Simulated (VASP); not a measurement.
Crystal: W3N4.

```
CELL_PARAMETERS angstrom
4.12200 0.00000 0.00000
0.00000 4.12200 0.00000
0.00000 0.00000 4.12200
ATOMIC_POSITIONS crystal
W 0.50000 0.50000 0.00000
W 0.00000 0.50000 0.50000
W 0.50000 0.00000 0.50000
N 0.50000 0.50000 0.50000
N 0.50000 0.00000 0.00000
N 0.00000 0.50000 0.00000
N 0.00000 0.00000 0.50000
```

- Program: VASP 6.6.1
- Task: relaxation of cell and atoms
- Functional: PBEsol
- Potentials or basis: VASP PAW PBE potentials, release 64 (W_sv, N)
- Cutoff: 600 eV
- k mesh: 10 × 10 × 10
- Occupations: gaussian, width 0.1 eV
- Spin: no spin polarisation

At the start: pressure 18.7 GPa; volume 10.01 Å³/atom.

Question: Where does the relaxation end?

Answer: Over 4 steps the energy falls by 25.9 meV/atom and the volume is 10.47 Å³/atom (+4.6 %); space group Pm-3m (No. 221, to 0.1 Å) before and after.

The path:
| step | energy change (eV) | largest force (eV/Å) | pressure (GPa) | volume (Å³) |
| --- | --- | --- | --- | --- |
| 1 | 0.0000 | 0.0000 | 18.71 | 70.04 |
| 2 | 0.9209 | 0.0000 | -34.07 | 82.56 |
| 3 | -0.1809 | 0.0000 | -0.79 | 73.43 |
| 4 | -0.1813 | 0.0000 | -0.05 | 73.28 |

Final structure:
```cif
data_structure
_symmetry_space_group_name_H-M 'P 1'
_symmetry_Int_Tables_number 1
_cell_length_a 4.1847
_cell_length_b 4.1847
_cell_length_c 4.1847
_cell_angle_alpha 90.000
_cell_angle_beta 90.000
_cell_angle_gamma 90.000
_cell_volume 73.28
loop_
_atom_site_label
_atom_site_type_symbol
_atom_site_fract_x
_atom_site_fract_y
_atom_site_fract_z
_atom_site_occupancy
W1 W 0.50000 0.50000 0.00000 1
W2 W 0.00000 0.50000 0.50000 1
W3 W 0.50000 0.00000 0.50000 1
N1 N 0.50000 0.50000 0.50000 1
N2 N 0.50000 0.00000 0.00000 1
N3 N 0.00000 0.50000 0.00000 1
N4 N 0.00000 0.00000 0.50000 1
```

Caveat: the PAW data sets were made with another functional, which shifts forces and pressure a little.
